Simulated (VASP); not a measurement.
# N (Pa-3) in VASP: notebook

The runs below take N through single point, relaxation of volume and atoms at fixed shape, with LDA.

Everything below comes from runs of VASP 6.6.1. Logs are shortened: lines on timing, memory, paths and dates and some standing lists are left out, and cuts for length are marked.

## Step 1: The cell of the first run

Symmetry: Pa-3, No. 205, cubic system. Conventional cell: a = 5.233 Å, b = 5.233 Å, c = 5.233 Å, α = 90.00°, β = 90.00°, γ = 90.00°. Within 1.5 Å of N (site symmetry 3) lie 1 N at 1.09 Å.

## Step 2: Single point, LDA

Contents of INCAR:

```
ALGO = Normal
EDIFF = 1E-7
ENCUT = 520
GGA = CA
ISIF = 2
ISMEAR = -1
LASPH = T
LCHARG = F
LREAL = F
LWAVE = F
NBANDS = 30
NELM = 100
PREC = Accurate
SIGMA = 0.02
```

Contents of KPOINTS:

```
k-points
0
Gamma
  4 4 4
```

Contents of POSCAR:

```
N
1.0
    5.2327766485      0.0000000000      0.0000000000
    0.0000000000      5.2327766485      0.0000000000
    0.0000000000      0.0000000000      5.2327766485
N
8
Direct
    0.0603078440      0.0603078440      0.0603078440
    0.4396921560      0.9396921560      0.5603078440
    0.5603078440      0.4396921560      0.9396921560
    0.9396921560      0.5603078440      0.4396921560
    0.9396921560      0.9396921560      0.9396921560
    0.5603078440      0.0603078440      0.4396921560
    0.4396921560      0.5603078440      0.0603078440
    0.0603078440      0.4396921560      0.5603078440
```

Potentials or basis: VASP PAW LDA potentials, release 64 (N).

On the command line:

```console
$ cat potpaw_LDA.64/N/POTCAR > POTCAR
$ mpirun -np 1 vasp_std > vasp.out
```

OUTCAR:

```text
EDIFF = 1E-7
   ENCUT = 520
   GGA = CA
   ISIF = 2
   ISMEAR = -1
   LASPH = T
   LREAL = F
   NELM = 100
   PREC = Accurate

 ion  position               nearest neighbor table
   1  0.060  0.060  0.060-   5 1.09
   2  0.440  0.940  0.560-   6 1.09
   3  0.560  0.440  0.940-   7 1.09
   4  0.940  0.560  0.440-   8 1.09
   5  0.940  0.940  0.940-   1 1.09
   6  0.560  0.060  0.440-   2 1.09
   7  0.440  0.560  0.060-   3 1.09
   8  0.060  0.440  0.560-   4 1.09

  LATTYP: Found a simple cubic cell.
 ALAT       =     5.2327766485

  Lattice vectors:

 A1 = (   5.2327766485,   0.0000000000,   0.0000000000)
 A2 = (   0.0000000000,   5.2327766485,   0.0000000000)
 A3 = (   0.0000000000,   0.0000000000,   5.2327766485)

Analysis of symmetry for initial positions (statically):
=====================================================================
 Subroutine PRICEL returns:
 Original cell was already a primitive cell.

 Routine SETGRP: Setting up the symmetry group for a
 simple cubic supercell.

 Subroutine GETGRP returns: Found 24 space group operations
 (whereof  6 operations were pure point group operations)
 out of a pool of 48 trial point group operations.

The static configuration has the point symmetry S_6 .
 The point group associated with its full space group is T_h .

Analysis of symmetry for dynamics (positions and initial velocities):
=====================================================================
 Subroutine PRICEL returns:
 Original cell was already a primitive cell.

 Routine SETGRP: Setting up the symmetry group for a
 simple cubic supercell.

 Subroutine GETGRP returns: Found 24 space group operations
 (whereof  6 operations were pure point group operations)
 out of a pool of 48 trial point group operations.

The dynamic configuration has the point symmetry S_6 .
 The point group associated with its full space group is T_h .

 Subroutine INISYM returns: Found 24 space group operations
 (whereof  6 operations are pure point group operations),
 and found     1 'primitive' translations

----------------------------------------------------------------------------------------

                                     Primitive cell

  volume of cell :     143.2836

  direct lattice vectors                    reciprocal lattice vectors
     5.232776648  0.000000000  0.000000000     0.191103131  0.000000000  0.000000000
     0.000000000  5.232776648  0.000000000     0.000000000  0.191103131  0.000000000
     0.000000000  0.000000000  5.232776648     0.000000000  0.000000000  0.191103131

  length of vectors
     5.232776648  5.232776648  5.232776648     0.191103131  0.191103131  0.191103131

  position of ions in fractional coordinates (direct lattice)
     0.060307844  0.060307844  0.060307844
     0.439692156  0.939692156  0.560307844
     0.560307844  0.439692156  0.939692156
     0.939692156  0.560307844  0.439692156
     0.939692156  0.939692156  0.939692156
     0.560307844  0.060307844  0.439692156
     0.439692156  0.560307844  0.060307844
     0.060307844  0.439692156  0.560307844

  ion indices of the primitive-cell ions
   primitive index   ion index
                 1           1
                 2           2
                 3           3
                 4           4
                 5           5
                 6           6
                 7           7
                 8           8

----------------------------------------------------------------------------------------

 KPOINTS: k-points

Automatic generation of k-mesh.
 Grid dimensions read from file:
 generate k-points for:    4    4    4

 Generating k-lattice:

  Cartesian coordinates                     Fractional coordinates (reciprocal lattice)
     0.047775783  0.000000000  0.000000000     0.250000000  0.000000000  0.000000000
     0.000000000  0.047775783  0.000000000     0.000000000  0.250000000  0.000000000
     0.000000000  0.000000000  0.047775783     0.000000000  0.000000000  0.250000000

  Length of vectors
     0.047775783  0.047775783  0.047775783

  Shift w.r.t. Gamma in fractional coordinates (k-lattice)
     0.000000000  0.000000000  0.000000000

 Subroutine IBZKPT returns following result:
 ===========================================

 Found     11 irreducible k-points:

 Following reciprocal coordinates:
            Coordinates               Weight
  0.000000  0.000000  0.000000      1.000000
  0.250000  0.000000  0.000000      6.000000
  0.500000  0.000000  0.000000      3.000000
  0.250000  0.250000  0.000000     12.000000
  0.500000  0.250000  0.000000      6.000000
 -0.250000  0.500000  0.000000      6.000000
  0.500000  0.500000  0.000000      3.000000
  0.250000  0.250000  0.250000      8.000000
  0.500000  0.250000  0.250000     12.000000
  0.500000  0.500000  0.250000      6.000000
  0.500000  0.500000  0.500000      1.000000
   k-points           NKPTS =     11   k-points in BZ     NKDIM =     11   number of bands    NBANDS=     30
   number of dos      NEDOS =    301   number of ions     NIONS =      8
   total plane-waves  NPLWV =  64000
   dimension x,y,z NGX =    40 NGY =   40 NGZ =   40
   dimension x,y,z NGXF=    80 NGYF=   80 NGZF=   80
   ions per type =               8
   NGX,Y,Z   is equivalent  to a cutoff of  12.71, 12.71, 12.71 a.u.
   NGXF,Y,Z  is equivalent  to a cutoff of  25.42, 25.42, 25.42 a.u.
 SYSTEM =  unknown system
   PREC   = accura    normal or accurate (medium, high low for compatibility)
   ISTART =      0    job   : 0-new  1-cont  2-samecut
   ICHARG =      2    charge: 1-file 2-atom 10-const
   ISPIN  =      1    spin polarized calculation?
   LNONCOLLINEAR =      F non collinear calculations
   LSORBIT =      F    spin-orbit coupling
   LASPH  =      T    aspherical Exc in radial PAW
   ENCUT  =  520.0 eV  38.22 Ry    6.18 a.u.   9.73  9.73  9.73*2*pi/ulx,y,z
   NELM   =    100;   NELMIN=  2; NELMDL= -5     # of ELM steps
   EDIFF  = 0.1E-06   stopping-criterion for ELM
   LREAL  =      F    real-space projection
   EDIFFG = 0.1E-05   stopping-criterion for IOM
   NSW    =      0    number of steps for IOM
   IBRION =     -1    ionic relax: 0-MD 1-quasi-New 2-CG
   NFREE  =      0    steps in history (QN), initial steepest desc. (CG)
   ISIF   =      2    stress and relaxation
   ISYM   =      2    0-nonsym 1-usesym 2-fastsym
   POTIM  = 0.5000    time-step for ionic-motion
   TEBEG  =    0.0;   TEEND  =   0.0 temperature during run
   PSTRESS=    0.0 pullay stress
   NELECT =      40.0000    total number of electrons
   NUPDOWN=      -1.0000    fix difference up-down
   EMIN   =  10.00;   EMAX   =-10.00  energy-range for DOS
   EFERMI =   0.00;   METHOD = LEGACY
   ISMEAR =    -1;   SIGMA  =   0.02  broadening in eV -4-tet -1-fermi 0-gaus
   EFERMI_NEDOS =   21; number of points for ismear=-14 and -15
   IALGO  =     38    algorithm
   IMIX   =      4    mixing-type and parameters
     AMIX     =   0.40;   BMIX     =  1.00
     AMIX_MAG =   1.60;   BMIX_MAG =  1.00
  volume/ion in A,a.u.               =      17.91       120.87
  Fermi-wavevector in a.u.,A,eV,Ry     =   1.069948  2.021908 15.575793  1.144789
  Thomas-Fermi vector in A             =   2.205643
   LORBIT       =      0    0 simple, 1 ext, 2 COOP (PROOUT), +10 PAW based schemes
   GGA     = CA    functional components
   LHFCALC =     F    Hartree Fock is set to
   AEXX    =    0.0000 exact exchange contribution
   IVDW    =     0    specifies the selected vdW correction
   LEPSILON=     F    determine dielectric tensor
   LRPA    =     F    only Hartree local field effects (RPA)
 non-spin polarized calculation
  energy-cutoff  :      520.00
  volume of cell :      143.28
 maximum number of plane-waves:      3900
 NGX is ok and might be reduce to    40
   NGX = 19   NGY = 19   NGZ = 19

 number of electron      39.9999999 magnetization

 Free energy of the ion-electron system (eV)
  ---------------------------------------------------
  ext. energy  EPLUGINS =         0.00000000
  ---------------------------------------------------
  free energy    TOTEN  =       -70.42996118 eV

  energy without entropy =      -70.42996118  energy(sigma->0) =      -70.42996118

 E-fermi :  -5.2194     XC(G=0):  -7.9633

 val. band max:       -5.6639641626   @ k =   0.5000   0.0000   0.0000
 cond. band min:       1.1638031653   @ k =   0.0000   0.0000   0.0000
 fundamental gap:      6.8277673278
 Fermi energy:        -5.2193606879

 k-point     1 :       0.0000    0.0000    0.0000
  band No.  band energies     occupation
      1     -24.2107      2.00000
      2     -24.0849      2.00000
      3     -24.0849      2.00000
      4     -24.0849      2.00000
      5      -9.2469      2.00000
      6      -9.2469      2.00000
[... 22 lines left out ...]
     29       6.2425      0.00000
     30       9.1203      0.00000

 k-point     2 :       0.2500    0.0000    0.0000
  band No.  band energies     occupation
      1     -24.1922      2.00000
      2     -24.1033      2.00000
      3     -24.0848      2.00000
      4     -24.0847      2.00000
      5      -9.2169      2.00000
      6      -9.2053      2.00000
[... 22 lines left out ...]
     29       6.3375      0.00000
     30       7.9652      0.00000

 k-point     3 :       0.5000    0.0000    0.0000
  band No.  band energies     occupation
      1     -24.1477      2.00000
      2     -24.1477      2.00000
      3     -24.0845      2.00000
      4     -24.0845      2.00000
      5      -9.1710      2.00000
      6      -9.1710      2.00000
[... 253 lines left out ...]
     29       7.4362      0.00000
     30       7.4362      0.00000

 k-point    11 :       0.5000    0.5000    0.5000
  band No.  band energies     occupation
      1     -24.1150      2.00000
      2     -24.1150      2.00000
      3     -24.1150      2.00000
      4     -24.1150      2.00000
      5      -9.2938      2.00000
      6      -9.2938      2.00000
[... 22 lines left out ...]
     29       7.6226      0.00000
     30       7.6226      0.00000

------------------------ aborting loop because EDIFF is reached ----------------------------------------

  FORCE on cell =-STRESS in cart. coord.  units (eV):
  Direction    XX          YY          ZZ          XY          YZ          ZX
  --------------------------------------------------------------------------------------
  -------------------------------------------------------------------------------------
  Total        2.0560141      2.0560141      2.0560141     -0.0000000      0.0000000      0.0000000
  in kB       22.9900590     22.9900590     22.9900590     -0.0000000      0.0000000      0.0000000
  external PRESSURE =      22.9900590 kB  Pullay stress =       0.0000000 kB

 VOLUME and BASIS-vectors are now :
 -----------------------------------------------------------------------------
  energy-cutoff  :      520.00
  volume of cell :      143.28
      direct lattice vectors                 reciprocal lattice vectors
     5.232776648  0.000000000  0.000000000     0.191103131  0.000000000  0.000000000
     0.000000000  5.232776648  0.000000000     0.000000000  0.191103131  0.000000000
     0.000000000  0.000000000  5.232776648     0.000000000  0.000000000  0.191103131

 POSITION                                       TOTAL-FORCE (eV/Angst)
 -----------------------------------------------------------------------------------
      0.31558      0.31558      0.31558         0.884678      0.884678      0.884678
      2.30081      4.91720      2.93197        -0.884678     -0.884678      0.884678
      2.93197      2.30081      4.91720         0.884678     -0.884678     -0.884678
      4.91720      2.93197      2.30081        -0.884678      0.884678     -0.884678
      4.91720      4.91720      4.91720        -0.884678     -0.884678     -0.884678
      2.93197      0.31558      2.30081         0.884678      0.884678     -0.884678
      2.30081      2.93197      0.31558        -0.884678      0.884678      0.884678
      0.31558      2.30081      2.93197         0.884678     -0.884678      0.884678
 -----------------------------------------------------------------------------------
    total drift:                                0.000000     -0.000000      0.000000

  FREE ENERGIE OF THE ION-ELECTRON SYSTEM (eV)
  ---------------------------------------------------
  free  energy   TOTEN  =       -70.4299611759 eV

  energy  without entropy=      -70.4299611758  energy(sigma->0) =      -70.42996118
```

It took 15 s on 1 thread of Intel Xeon 6975P-C (Granite Rapids), shared host; peak memory 0.19 GiB.

What came out:

```
Free energy            : -70.4300 eV
Pressure               : 2.3 GPa
Largest force          : 1.532 eV/Å
Band gap on the k mesh : 6.83 eV (least direct gap 6.89 eV)
```

Forces on the atoms (eV/Å):
```
N    0.885  0.885  0.885
N   -0.885 -0.885  0.885
N    0.885 -0.885 -0.885
N   -0.885  0.885 -0.885
N   -0.885 -0.885 -0.885
N    0.885  0.885 -0.885
N   -0.885  0.885  0.885
N    0.885 -0.885  0.885
```

Caveat: the standard files for N, O and F lose accuracy on very short bonds; forces of over 1 eV/Å act on the atoms, so gaps and moduli don't describe the material at rest.

## Step 3: Relaxation of volume and atoms at fixed shape, LDA

This run uses another cell than the first one, of 21.49 Å³/atom.

Contents of INCAR:

```
PREC     = Accurate       # precision mode
ENCUT    = 600            # plane-wave cutoff, eV
EDIFF    = 1E-6           # SCF threshold, eV
ISMEAR   = -1             # smearing method
SIGMA    = 0.02           # smearing width, eV
LREAL    = False          # projectors in reciprocal space
LASPH    = True           # aspherical terms in the spheres
NELM     = 80             # most SCF steps
ALGO     = Normal         # electronic algorithm
ISIF     = 8              # what is computed and relaxed
LWAVE    = False          # write WAVECAR
LCHARG   = False          # write CHGCAR
IBRION   = 2              # ionic algorithm
NSW      = 80             # ionic steps
EDIFFG   = -0.03          # ionic threshold
```

Contents of KPOINTS:

```
Automatic mesh
0
Gamma
  4 4 4
```

Contents of POSCAR:

```
N
1.0
    5.5605200000      0.0000000000      0.0000000000
    0.0000000000      5.5605200000      0.0000000000
    0.0000000000      0.0000000000      5.5605200000
N
8
Direct
    0.0574000000      0.0574000000      0.0574000000
    0.4426000000      0.9426000000      0.5574000000
    0.5574000000      0.4426000000      0.9426000000
    0.9426000000      0.5574000000      0.4426000000
    0.9426000000      0.9426000000      0.9426000000
    0.5574000000      0.0574000000      0.4426000000
    0.4426000000      0.5574000000      0.0574000000
    0.0574000000      0.4426000000      0.5574000000
```

Potentials or basis: VASP PAW LDA potentials, release 64 (N).

On the command line:

```console
$ cat potpaw_LDA.64/N/POTCAR > POTCAR
$ mpirun -np 1 vasp_std > vasp.out
```

Wall time 3.5 min (1 thread of Intel Xeon 6975P-C (Granite Rapids), shared host); peak memory 0.26 GiB.

The run converged. Its results:

| Property | Result |
| --- | --- |
| Free energy | -70.5071 eV |
| Relaxed volume | 17.21 Å³/atom |
| Relaxed cell | a = 5.164 Å, b = 5.164 Å, c = 5.164 Å, α = 90.00°, β = 90.00°, γ = 90.00° |
| Space group after relaxing (to 0.1 Å) | Pa-3 (No. 205) |
| Energy gained by relaxing | 13.1 meV/atom |
| Ionic steps | 19 |
| Pressure after relaxing | 0.0 GPa |
| Largest force after relaxing | 0.020 eV/Å |
| Band gap on the k mesh | 6.63 eV (least direct gap 6.71 eV) |

Forces on the atoms (eV/Å):
```
N   -0.012 -0.012 -0.012
N    0.012  0.012 -0.012
N   -0.012  0.012  0.012
N    0.012 -0.012  0.012
N    0.012  0.012  0.012
N   -0.012 -0.012  0.012
N    0.012 -0.012 -0.012
N   -0.012  0.012 -0.012
```

The path:
```
step  energy change (eV)  largest force (eV/Å)  pressure (GPa)  volume (Å³)
   1              0.0000                0.3982           -1.22       171.93
   2              0.6500                8.0198           10.10       167.90
   3             -0.0033                0.0541           -0.60       171.65
   4             -0.0033                0.0858           -0.56       171.63
   5             -0.0109                0.0844           -0.56       169.82
   6             -0.0330                0.0981           -0.52       164.47
   7             -0.0718                0.1989           -0.25       154.11
   8             -0.0972                0.7004            1.38       134.71
   9             -0.0986                0.5951            1.22       134.40
  10             -0.1007                0.3191            0.80       133.59
  11             -0.1010                0.1912            0.61       133.21
  12             -0.1013                0.1768            0.57       133.34
  13             -0.1020                0.1335            0.46       133.73
  14             -0.1033                0.0456            0.27       134.51
  15             -0.1044                0.1264           -0.11       136.07
  16             -0.1044                0.1690           -0.23       136.48
  17             -0.1048                0.1055           -0.16       137.00
  18             -0.1049                0.0789           -0.10       137.23
  19             -0.1050                0.0201           -0.05       137.70
```

Final structure:
```
N
1.0
     5.16395    0.00000    0.00000
     0.00000    5.16395    0.00000
     0.00000    0.00000    5.16395
N
8
Direct
  0.06165 0.06165 0.06165
  0.43835 0.93835 0.56165
  0.56165 0.43835 0.93835
  0.93835 0.56165 0.43835
  0.93835 0.93835 0.93835
  0.56165 0.06165 0.43835
  0.43835 0.56165 0.06165
  0.06165 0.43835 0.56165
```

Levels at points of the mesh, in eV from the valence-band top:
```tsv
k point	band 17	band 18	band 19	band 20	band 21	band 22	band 23	band 24
(0.00, 0.00, 0.00)	-1.45	-0.07	-0.07	-0.07	6.63	6.63	6.63	7.96
(0.50, 0.00, 0.00)	-0.39	-0.39	0.00	0.00	7.08	7.08	7.61	7.61
(0.50, 0.50, 0.00)	-0.23	-0.23	-0.23	-0.23	7.62	7.62	7.62	7.62
(0.50, 0.50, 0.50)	-0.44	-0.44	-0.44	-0.44	7.62	7.62	7.62	7.62
```

Caveat: the standard files for N, O and F lose accuracy on very short bonds; the volume moved by over 15 % at a fixed basis, so the end points are rough.
